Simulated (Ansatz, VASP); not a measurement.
## HfO2 in VASP and in Ansatz

File INCAR:

```
ALGO = Normal
EDIFF = 1E-6
ENCUT = 520
GGA = PE
ISIF = 2
ISMEAR = -1
LASPH = T
LCHARG = T
LELF = T
LREAL = F
LVHAR = T
LWAVE = F
NBANDS = 31
NELM = 100
PREC = Accurate
SIGMA = 0.02
```

Contents of KPOINTS:

```
k-points
0
Gamma
  8 8 6
```

Contents of POSCAR:

```
HfO2
1.0
    3.5766926651      0.0000000000      0.0000000000
    0.0000000000      3.5766926651      0.0000000000
    0.0000000000      0.0000000000      5.0461576747
Hf O
2 4
Direct
    0.5000000000      0.5000000000      0.5000000000
    0.0000000000      0.0000000000      0.0000000000
    0.0000000000      0.5000000000      0.7059633261
    0.5000000000      0.0000000000      0.7940366739
    0.5000000000      0.0000000000      0.2940366739
    0.0000000000      0.5000000000      0.2059633261
```

Input for Ansatz:

```yaml
crystal:
  lattice:
    - [3.5766926651, 0.0, 0.0]
    - [0.0, 3.5766926651, 0.0]
    - [0.0, 0.0, 5.0461576747]
  atoms:
    - { symbol: Hf, position: [0.5, 0.5, 0.5] }
    - { symbol: Hf, position: [0.0, 0.0, 0.0] }
    - { symbol: O, position: [0.0, 0.5, 0.7059633261] }
    - { symbol: O, position: [0.5, 0.0, 0.7940366739] }
    - { symbol: O, position: [0.5, 0.0, 0.2940366739] }
    - { symbol: O, position: [0.0, 0.5, 0.2059633261] }
kpoints:
  mp_grid: { grid: [8, 8, 6] }
  band_path:
    path:
      - [0.0, 0.0, 0.0]
      - [0.0, 0.5, 0.0]
      - [0.5, 0.5, 0.0]
      - [0.0, 0.0, 0.5]
      - [0.0, 0.5, 0.5]
      - [0.5, 0.5, 0.5]
      - [0.177083, 0.182292, 0.0]
    npoints: 1
hamiltonian:
  xc: pbe
scf:
  occupations: { method: fermi_dirac, width: 0.02 }
  n_extra_bands: 5
output:
  forces: true
  stress: true
  eigenvalues: true
```

Change from the starting cell: uniaxial_z strain -3.0%.

Alike in both runs: task single point; functional PBE; k mesh 8 × 8 × 6; occupations fermi-dirac, width 0.02 eV; no spin polarisation.

|  | VASP | Ansatz |
| --- | --- | --- |
| version | VASP 6.6.1 | Ansatz 0.2.0 |
| potentials or method | VASP PAW PBE potentials, release 64 (Hf_pv, O) | plane waves, PAW |
| plane-wave cutoff (eV) | 520 | 420 |
| valence electrons in the cell | 44 | 76 |

Ansatz gave:

| Item | Value |
| --- | --- |
| gap on the k mesh at the Fermi level (eV) | 4.47 |
| pressure (GPa) | 11.3 |
| traceless stress, the component that is largest in VASP (GPa) | 5.30 |
| rms of the force components (eV/Å) | 0.029 |

Q: What did VASP give for the same quantities?

A: gap on the k mesh at the Fermi level (eV): 4.44; pressure (GPa): 7.6; traceless stress, the component that is largest in VASP (GPa): 5.47; rms of the force components (eV/Å): 0.014.

Atom by atom the forces differ by 0.015 eV/Å (rms over components). The functional is the same, so the differences come from potentials, cutoffs and numerics. VASP's potentials hold 44 valence electrons a cell and Ansatz's 76, so a difference there can come from the potentials and not from the codes.

Neither program's run includes spin-orbit coupling.
